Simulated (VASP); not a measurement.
A run of VASP 6.6.1:

INCAR

```
SYSTEM = BP
  PREC = Accurate
  ENCUT = 500
  EDIFF = 1E-6
  ISMEAR = 0
  SIGMA = 0.01
  LREAL = .FALSE.
  LASPH = .TRUE.
  NELM = 120
  ALGO = Normal
  ISIF = 2
  LWAVE = .FALSE.
  LCHARG = .FALSE.
  GGA = PS
  NBANDS = 11
  GGA_COMPAT = .FALSE.
```

KPOINTS

```
regular mesh
0
G
  10 10 10
  0 0 0
```

POSCAR

```
BP
1.0
    0.0000000000      2.2351752615      2.2351752615
    2.2351752615      0.0000000000      2.2351752615
    2.2351752615      2.2351752615      0.0000000000
B P
1 1
Direct
    0.0000000000      0.0000000000      0.0000000000
    0.7500000000      0.7500000000      0.7500000000
```

Potentials or basis: VASP PAW PBE potentials, release 64 (B, P).

The run is started by

```console
$ cat potpaw_PBE.64/B/POTCAR potpaw_PBE.64/P/POTCAR > POTCAR
$ mpirun -np 1 vasp_std > vasp.out
```

Hardware: 1 thread of Intel(R) Xeon(R) 6975P-C (Granite Rapids) (shared host).

Q: How long does it take, and how much memory?

A: It took 3.6 s on 1 thread of Intel(R) Xeon(R) 6975P-C (Granite Rapids), on a shared host, peak memory 0.13 GiB. Counts: scf iterations 12, k points 47.
